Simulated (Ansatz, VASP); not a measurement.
CuO: VASP beside Ansatz

Contents of INCAR:

```
ALGO = Normal ; EDIFF = 1E-7
ENCUT = 520 ; GGA = PS
ISIF = 2 ; ISMEAR = 0
LASPH = T ; LCHARG = F
LREAL = F ; LWAVE = F
NBANDS = 25 ; NELM = 100
PREC = Accurate ; SIGMA = 0.1
```

The input KPOINTS:

```
k-points
0
Gamma
  10 10 6
```

File POSCAR:

```
CuO
1.0
    2.0020983537     -2.2010098272      0.0291588292
    1.9521302856      2.1548140925     -0.0225834655
    0.0085139745     -0.0619394827      5.1796991639
Cu O
2 2
Direct
   -0.0032510948      0.5415648415      0.0656106232
    0.5210979807     -0.0290031121      0.4987049539
    0.5006637234      0.4714371442      0.2477522482
    0.5178831113      0.5129565847      0.7234576730
```

Input for Ansatz:

```yaml
crystal:
  lattice:
    - [2.0020983537, -2.2010098272, 0.0291588292]
    - [1.9521302856, 2.1548140925, -0.0225834655]
    - [0.0085139745, -0.0619394827, 5.1796991639]
  atoms:
    - { symbol: Cu, position: [-0.0032510948, 0.5415648415, 0.0656106232] }
    - { symbol: Cu, position: [0.5210979807, -0.0290031121, 0.4987049539] }
    - { symbol: O, position: [0.5006637234, 0.4714371442, 0.2477522482] }
    - { symbol: O, position: [0.5178831113, 0.5129565847, 0.723457673] }
basis:
  ecutwfc: 600
kpoints:
  mp_grid: { grid: [10, 10, 6] }
hamiltonian:
  xc: pbesol
scf:
  occupations: { method: gaussian, width: 0.1 }
output:
  forces: true
  stress: true
  eigenvalues: true
```

Change from the starting cell: ecut displaced: 600 eV.

Alike in both runs: task single point; functional PBEsol; k mesh 10 × 10 × 6; occupations gaussian, width 0.1 eV; no spin polarisation.

|  | VASP | Ansatz |
| --- | --- | --- |
| version | VASP 6.6.1 | Ansatz 0.2.0 |
| potentials or method | VASP PAW PBE potentials, release 64 (Cu, O), cutoff 520 eV | scalar-relativistic, plane waves, PAW |
| valence electrons in the cell | 34 | 50 |

Ansatz gave:

```
gap on the k mesh at the Fermi level (eV)                     : none
pressure (GPa)                                                : 3.7
traceless stress, the component that is largest in VASP (GPa) : -7.60
rms of the force components (eV/Å)                            : 1.462
```

Problem. Estimate VASP's values.

Solution. gap on the k mesh at the Fermi level (eV): none; pressure (GPa): 4.6; traceless stress, the component that is largest in VASP (GPa): -7.58; rms of the force components (eV/Å): 1.521.

VASP's potentials were made for PBE, not for PBEsol. Atom by atom the forces differ by 0.063 eV/Å (rms over components). A gap of «none» marks a metal or a gap that the smearing closes. The functional is the same, so the differences come from potentials, cutoffs and numerics. VASP's potentials hold 34 valence electrons a cell and Ansatz's 50, so a difference there can come from the potentials and not from the codes.
